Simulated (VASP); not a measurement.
# CdTe (F-43m) in VASP: notebook, part 2 of 2

VASP 6.6.1. Earlier steps stand in the parts before.

## Step 4: Single point, PBEsol

This run uses another cell than the first one, of 30.95 Å³/atom, 0.904 times its volume.

INCAR reads:

```
SYSTEM = CdTe
PREC = Accurate
ENCUT = 520
EDIFF = 1E-6
ISMEAR = -1
SIGMA = 0.05
LREAL = .FALSE.
LASPH = .TRUE.
NELM = 100
ALGO = Normal
ISIF = 2
LWAVE = .FALSE.
LCHARG = .TRUE.
GGA = PS
LELF = .TRUE.
LVHAR = .TRUE.
NBANDS = 16
```

KPOINTS reads:

```
regular mesh
0
G
  7 7 7
  0 0 0
```

POSCAR reads:

```
CdTe
1.0
    0.0000000000      3.1395734784      3.1395734784
    3.1395734784      0.0000000000      3.1395734784
    3.1395734784      3.1395734784      0.0000000000
Te Cd
1 1
Direct
    0.7500000000      0.7500000000      0.7500000000
    0.0000000000      0.0000000000      0.0000000000
```

Potentials or basis: VASP PAW PBE potentials, release 64 (Te, Cd).

Command:

```console
$ cat potpaw_PBE.64/Te/POTCAR potpaw_PBE.64/Cd/POTCAR > POTCAR
$ mpirun -np 1 vasp_std > vasp.out
```

OUTCAR:

```text
SYSTEM = CdTe
   PREC = Accurate
   ENCUT = 520
   EDIFF = 1E-6
   ISMEAR = -1
   LREAL = .FALSE.
   LASPH = .TRUE.
   NELM = 100
   ISIF = 2
   GGA = PS

 ion  position               nearest neighbor table
   1  0.750  0.750  0.750-   2 2.72   2 2.72   2 2.72   2 2.72
   2  0.000  0.000  0.000-   1 2.72   1 2.72   1 2.72   1 2.72

  LATTYP: Found a face centered cubic cell.
 ALAT       =     6.2791469568

  Lattice vectors:

[... 559 lines left out ...]

------------------------ aborting loop because EDIFF is reached ----------------------------------------

  FORCE on cell =-STRESS in cart. coord.  units (eV):
  Direction    XX          YY          ZZ          XY          YZ          ZX
  --------------------------------------------------------------------------------------
  -------------------------------------------------------------------------------------
  Total        2.0933081      2.0933081      2.0933081     -0.0000000      0.0000000      0.0000000
  in kB       54.1878329     54.1878329     54.1878329     -0.0000000      0.0000000      0.0000000
  external PRESSURE =      54.1878329 kB  Pullay stress =       0.0000000 kB

 VOLUME and BASIS-vectors are now :
 -----------------------------------------------------------------------------
  energy-cutoff  :      520.00
  volume of cell :       61.89
      direct lattice vectors                 reciprocal lattice vectors
     0.000000000  3.139573478  3.139573478    -0.159257301  0.159257301  0.159257301
     3.139573478  0.000000000  3.139573478     0.159257301 -0.159257301  0.159257301
     3.139573478  3.139573478  0.000000000     0.159257301  0.159257301 -0.159257301

 POSITION                                       TOTAL-FORCE (eV/Angst)
 -----------------------------------------------------------------------------------
      4.70936      4.70936      4.70936         0.000000      0.000000      0.000000
      0.00000      0.00000      0.00000        -0.000000     -0.000000     -0.000000
 -----------------------------------------------------------------------------------
    total drift:                                0.000000      0.000000      0.000000

  FREE ENERGIE OF THE ION-ELECTRON SYSTEM (eV)
  ---------------------------------------------------
  free  energy   TOTEN  =        -5.3853366140 eV

  energy  without entropy=       -5.3853357705  energy(sigma->0) =       -5.38533619
```

OSZICAR:

```text
N       E                     dE             d eps       ncg     rms          rms(c)
DAV:   1     0.102595024185E+03    0.10260E+03   -0.82240E+03   640   0.978E+02
DAV:   2    -0.209073775816E+01   -0.10469E+03   -0.98939E+02   760   0.241E+02
DAV:   3    -0.561467924153E+01   -0.35239E+01   -0.35187E+01   816   0.459E+01
DAV:   4    -0.564474792848E+01   -0.30069E-01   -0.30067E-01   904   0.380E+00
DAV:   5    -0.564494606159E+01   -0.19813E-03   -0.19813E-03   864   0.232E-01    0.673E+00
DAV:   6    -0.540574078812E+01    0.23921E+00   -0.43763E-01   744   0.907E+00    0.539E+00
DAV:   7    -0.538627158984E+01    0.19469E-01   -0.11510E-01   760   0.231E+00    0.203E+00
DAV:   8    -0.538533510509E+01    0.93648E-03   -0.11893E-02   744   0.129E+00    0.547E-01
DAV:   9    -0.538529973703E+01    0.35368E-04   -0.74677E-04   760   0.319E-01    0.150E-01
DAV:  10    -0.538532046790E+01   -0.20731E-04   -0.10661E-04   784   0.927E-02    0.598E-02
DAV:  11    -0.538533919762E+01   -0.18730E-04   -0.45973E-05   752   0.520E-02    0.434E-02
DAV:  12    -0.538533699975E+01    0.21979E-05   -0.44444E-06   728   0.191E-02    0.214E-02
DAV:  13    -0.538533661396E+01    0.38579E-06   -0.10690E-06   592   0.534E-03
   1 F= -.53853366E+01 E0= -.53853362E+01  d E =-.843497E-06
```

stdout:

```text
POSCAR found type information on POSCAR TeCd
 POSCAR found :  2 types and       2 ions
 scaLAPACK will be used
 -----------------------------------------------------------------------------
|                                                                             |
|                                                                             |
|     You enforced a specific xc type in the INCAR file but a different       |
|     I HOPE YOU KNOW WHAT YOU ARE DOING!                                     |
|                                                                             |
 -----------------------------------------------------------------------------

 LDA part: xc-table for (Slater+PW92), standard interpolation
 POSCAR, INCAR and KPOINTS ok, starting setup
 FFT: planning ... GRIDC
 FFT: planning ... GRID_SOFT
 FFT: planning ... GRID
 WAVECAR not read
 entering main loop
```

Wall time 16 s (1 thread of Intel Xeon Platinum 8488C (Sapphire Rapids), shared host); peak memory 0.21 GiB.

Results:

| Item | Value |
| --- | --- |
| Free energy | -5.3853 eV |
| Pressure | 5.4 GPa |
| Band gap on the k mesh | 0.95 eV, direct |

Levels at points of the mesh, in eV from the valence-band top:
```tsv
k point	band 6	band 7	band 8	band 9	band 10	band 11	band 12	band 13
(0.00, 0.00, 0.00)	-8.30	0.00	0.00	0.00	0.95	4.46	4.46	4.46
```

Caveat: the PAW data sets were made with another functional, which shifts forces and pressure a little; spin-orbit coupling is left out, which moves the levels of the heavy elements.

## Step 5: Overview

```csv
level,cell,gap on the mesh (eV),pressure (GPa)
PBE,"a = 4.592 Å, angles 60.0°, 2 atoms",0.75,2.4
PBE,"a = 4.621 Å, angles 60.0°, 2 atoms",0.69,1.6
PBEsol,"a = 4.440 Å, angles 60.0°, 2 atoms",0.95,5.4
```

Alike in all rows: task single point; potentials or basis VASP PAW PBE potentials, release 64 (Te, Cd); no spin polarisation; k mesh 7 × 7 × 7; cutoff (eV) 520; smearing fermi-dirac 0.05 eV.

Caveats: spin-orbit coupling is left out, which moves the levels of the heavy elements; the PAW data sets were made with another functional, which shifts forces and pressure a little (some runs).

Total energies depend on the potentials used, so only differences within one code and one set of settings carry meaning.
